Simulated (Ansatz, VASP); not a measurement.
**Si in VASP and in Ansatz**

The input POSCAR:

```
Si
1.0
   -1.6513186540      1.6513186540      1.3599397455
    1.6513186540     -1.6513186540      1.3599397455
    1.6513186540      1.6513186540     -1.3599397455
Si
1
Direct
    0.0000000000      0.0000000000      0.0000000000
```

Contents of INCAR.step1:

```
  PREC = Accurate
  ENCUT = 520
  ISMEAR = 0
  SIGMA = 0.15
  LREAL = False
  LASPH = True
  NELM = 100
  NBANDS = 8
  GGA = PE
  ALGO = Normal
  EDIFF = 1E-4
  LWAVE = True
  LCHARG = False
```

The input INCAR.step2:

```
  PREC = Accurate
  ENCUT = 520
  EDIFF = 1E-6
  ISMEAR = 0
  SIGMA = 0.15
  LREAL = False
  LASPH = True
  NELM = 100
  ALGO = Normal
  ISIF = 2
  LWAVE = False
  LCHARG = True
  METAGGA = R2SCAN
  LMIXTAU = True
  LELF = True
  LVHAR = True
  NBANDS = 8
  ISTART = 1
```

Contents of KPOINTS:

```
Automatic mesh
0
Gamma
  22 22 22
```

Input for Ansatz:

```yaml
crystal:
  lattice:
    - [-1.651318654, 1.651318654, 1.3599397455]
    - [1.651318654, -1.651318654, 1.3599397455]
    - [1.651318654, 1.651318654, -1.3599397455]
  atoms:
    - { symbol: Si, position: [0.0, 0.0, 0.0] }
basis:
  ecutwfc: 500
kpoints:
  mp_grid: { grid: [22, 22, 22] }
hamiltonian:
  xc: r2scan
scf:
  occupations: { method: gaussian, width: 0.15 }
output:
  forces: true
  stress: true
  eigenvalues: true
  write_density: true
  write_potential: true
  elf: true
  volumetric_format: npy
```

Change from the starting cell: strain +0.015 along x and y, +0.030 along z, atoms carried along.

Alike in both runs: task single point; functional r2SCAN; k mesh 22 × 22 × 22; occupations gaussian, width 0.15 eV; no spin polarisation.

|  | VASP | Ansatz |
| --- | --- | --- |
| version | VASP 6.6.1 | Ansatz 0.2.0 |
| potentials or method | VASP PAW PBE potentials, release 64 (Si), cutoff 520 eV | scalar-relativistic, plane waves, PAW |
| valence electrons in the cell | 4 | 4 |

|  | VASP | Ansatz | Ansatz less VASP |
| --- | --- | --- | --- |
| gap on the k mesh at the Fermi level (eV) | none | none | - |
| pressure (GPa) | -5.0 | -5.0 | -0.06 |
| traceless stress, the component that is largest in VASP (GPa) | -2.79 | -2.76 | +0.027 |

VASP's potentials were made for PBE, not for r2SCAN. A gap of «none» marks a metal or a gap that the smearing closes.
